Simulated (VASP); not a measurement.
Crystal: AgCl.

```
Ag Cl
1.0
     0.00000    2.99327    2.99327
     2.99327    0.00000    2.99327
     2.99327    2.99327    0.00000
Ag Cl
1 1
Direct
  0.00000 0.00000 0.00000
  0.25000 0.25000 0.25000
```

Base run:

| Property | Result |
| --- | --- |
| Program | VASP 6.6.1 |
| Functional | PBE |
| Potentials or basis | VASP PAW PBE potentials, release 64 (Ag, Cl) |
| Cutoff | 520 eV |
| k mesh | 8 × 8 × 8 |
| Occupations | fermi-dirac, width 0.02 eV |
| Spin | no spin polarisation |

Its results: band gap on the k mesh 1.25 eV; pressure 1.1 GPa.

Question: The run is repeated on the same cell with these changes: functional from PBE to r2SCAN; occupations from fermi-dirac, width 0.02 eV to gaussian, width 0.01 eV. What comes out?

Answer: Band gap on the k mesh 1.60 eV; pressure -0.1 GPa.

Caveats: the PAW data sets were made with another functional, which shifts forces and pressure a little (at least some runs).

A k mesh can miss the band edges.
